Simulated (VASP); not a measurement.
The system is Li.

```
Li
1.0
    -1.52527    2.65414    0.03588
    -0.03027    0.05006    4.92215
     4.46641    2.59098   -0.00126
Li
4
Cartesian
  -0.0314 1.7357 1.1861
  1.5034 4.4566 1.2189
  -0.0922 3.5906 3.7178
  2.9167 3.4616 3.8266
```

* Program: VASP 6.6.1
* Task: relaxation of cell and atoms
* Functional: PBE
* Potentials or basis: VASP PAW PBE potentials, release 64 (Li_sv)
* Cutoff: 600 eV
* k mesh: 8 × 4 × 4
* Occupations: gaussian, width 0.2 eV
* Spin: no spin polarisation

At the start: pressure 0.6 GPa; volume 19.45 Å³/atom.

Question: Where does the relaxation end?

Answer: Over 10 steps the energy falls by 10.7 meV/atom and the volume is 20.11 Å³/atom (+3.4 %); space group P2/m (No. 10, to 0.05 Å).

Step by step:
```csv
step,energy change (eV),largest force (eV/Å),pressure (GPa),volume (Å³)
1,0.0000,0.2878,0.62,77.79
2,-0.0122,0.2424,0.42,78.64
3,-0.0340,0.1248,-0.08,81.23
4,-0.0223,0.0986,-0.84,86.56
5,-0.0376,0.0556,-0.37,83.03
6,-0.0377,0.0624,-0.34,82.82
7,-0.0404,0.0469,-0.22,82.00
8,-0.0421,0.0437,0.17,79.57
9,-0.0426,0.0270,0.04,80.36
10,-0.0429,0.0235,0.02,80.43
```

Final structure:
```
Li
1.0
    -1.56364    2.70723    0.00355
     0.00837    0.01307    4.96613
     4.48659    2.58977    0.01437
Li
4
Direct
  0.50026 0.24640 0.17250
  0.99829 0.25429 0.67157
  0.00435 0.74620 0.32783
  0.49710 0.75312 0.82811
```

Caveat: the cutoff is under 1.25 times the usual one of these potentials, so pressure, stress and relaxed cells hold a basis-set (Pulay) error.
